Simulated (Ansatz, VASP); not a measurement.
## SiC: VASP beside Ansatz

File POSCAR:

```
SiC
1.0
    0.0000000000      2.1302675874      2.1302675874
    2.1302675874      0.0000000000      2.1302675874
    2.1302675874      2.1302675874      0.0000000000
Si C
1 1
Direct
    0.0000000000      0.0000000000      0.0000000000
    0.2500000000      0.2500000000      0.2500000000
```

The input INCAR.step1:

```
SYSTEM = SiC
PREC = Accurate
ENCUT = 520
EDIFF = 1E-5
ISMEAR = 0
SIGMA = 0.02
LREAL = .FALSE.
LASPH = .TRUE.
NELM = 80
ALGO = Normal
ISIF = 2
LWAVE = .TRUE.
LCHARG = .FALSE.
GGA = PE
NBANDS = 11
```

INCAR.step2

```
SYSTEM = SiC
PREC = Accurate
ENCUT = 520
EDIFF = 1E-6
ISMEAR = 0
SIGMA = 0.02
LREAL = .FALSE.
LASPH = .TRUE.
NELM = 80
ALGO = Normal
ISIF = 2
LWAVE = .FALSE.
LCHARG = .FALSE.
GGA = PE
LHFCALC = .TRUE.
HFSCREEN = 0.2079
PRECFOCK = Normal
ISTART = 1
NBANDS = 11
```

KPOINTS

```
Automatic mesh
0
G
  6 6 6
  0 0 0
```

Input for Ansatz:

```yaml
crystal:
  lattice:
    - [0.0, 2.1302675874, 2.1302675874]
    - [2.1302675874, 0.0, 2.1302675874]
    - [2.1302675874, 2.1302675874, 0.0]
  atoms:
    - { symbol: Si, position: [0.0, 0.0, 0.0] }
    - { symbol: C, position: [0.25, 0.25, 0.25] }
basis:
  ecutwfc: 420
kpoints:
  mp_grid: { grid: [6, 6, 6] }
hamiltonian:
  xc: hse06
scf:
  occupations: { method: gaussian, width: 0.02 }
output:
  forces: true
  stress: true
  eigenvalues: true
```

Alike in both runs: task single point; functional HSE06; k mesh 6 × 6 × 6; occupations gaussian, width 0.02 eV; no spin polarisation.

```csv
,VASP,Ansatz
version,VASP 6.6.1,Ansatz 0.2.0
potentials or method,"VASP PAW PBE potentials, release 64 (Si, C), cutoff 520 eV","scalar-relativistic, plane waves, PAW"
valence electrons in the cell,8,8
```

```csv
,VASP,Ansatz,Ansatz less VASP
gap on the k mesh at the Fermi level (eV),2.19,2.18,-0.004
least direct gap on the mesh (eV),5.82,5.82,-0.009
pressure (GPa),15.7,16.2,+0.50
```

Ansatz's warnings: stress exchange threshold loose, stress scf threshold loose.

The k mesh is coarse, so the values compare programs but aren't converged.
